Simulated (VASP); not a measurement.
Ti: single point with PBE

Ti:

```
CELL_PARAMETERS angstrom
2.22594 0.00000 0.00000
0.00000 2.22594 0.00000
0.00000 0.00000 2.22594
ATOMIC_POSITIONS crystal
Ti 0.00000 0.00000 0.00000
```

This cell differs from its parent crystal: volume scaled by 0.6.

| Property | Result |
| --- | --- |
| Program | VASP 6.6.1 |
| Task | single point |
| Functional | PBE |
| Potentials or basis | VASP PAW PBE potentials, release 64 (Ti_sv) |
| Cutoff | 520 eV |
| k mesh | 14 × 14 × 14 |
| Occupations | fermi-dirac, width 0.05 eV |
| Spin | no spin polarisation |

```json
{
  "Pressure": "96.8 GPa",
  "Band gap on the k mesh": "zero (band 6 reaches 15.37 eV, above the bottom of band 7 at 10.83 eV)"
}
```

Levels at points of the mesh, in eV from the Fermi level:
```
           k point  band 2  band 3  band 4  band 5  band 6  band 7  band 8  band 9  band 10  band 11
(0.00, 0.00, 0.00)  -30.99  -30.99  -30.99   -6.33   -2.92   -2.92    6.54    6.54     6.54    22.31
(0.50, 0.00, 0.00)  -34.37  -30.66  -30.66   -1.60   -1.56    1.13    2.82    2.82     6.90    12.99
(0.50, 0.50, 0.00)  -33.72  -33.72  -30.36   -5.78    0.02    3.69    3.69    8.76     9.48     9.48
(0.50, 0.50, 0.50)  -33.19  -33.19  -33.19   -3.12   -3.12   -3.12    8.97    8.97     9.48    20.42
```

Run time: 6 s on 1 thread of Intel(R) Xeon(R) 6975P-C (Granite Rapids) (shared host), peak memory 0.13 GiB.
